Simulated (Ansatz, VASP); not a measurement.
# One calculation of TiHg, two programs

```
Ti Hg
1.0
     3.00900    0.00000    0.00000
     0.00000    3.00900    0.00000
     0.00000    0.00000    4.12182
Ti Hg
1 1
Cartesian
  1.5045 1.5045 2.0609
  0.0000 0.0000 0.0000
```

Change from the starting cell: zz strain of +2 %, PAW files.

Alike in both runs: task electric field gradients; functional LDA; k mesh 14 × 14 × 10; occupations fermi-dirac, width 0.08 eV; no spin polarisation.

|  | VASP | Ansatz |
| --- | --- | --- |
| version | VASP 6.6.1 | Ansatz 0.2.0 |
| potentials or method | VASP PAW LDA potentials, release 64 (Ti_sv, Hg) | PAW with Ansatz's default frozen-core files, scalar-relativistic |
| plane-wave cutoff (eV) | 520 | 420 |
| valence electrons in the cell | 24 | 32 |

```tsv
	VASP	Ansatz	Ansatz less VASP
pressure (GPa)	-7.9	-8.7	-0.81
traceless stress, the component that is largest in VASP (GPa)	-0.33	-0.30	+0.025
size of Vzz on the site where it differs most (V/Å²)	208.2	201.4	-6.80
```

LDA's correlation is that of Perdew and Zunger in VASP and of Perdew and Wang (1992) in Ansatz. VASP's potentials hold 24 valence electrons a cell and Ansatz's 32, so a difference there can come from the potentials and not from the codes.

Neither program's run includes spin-orbit coupling.
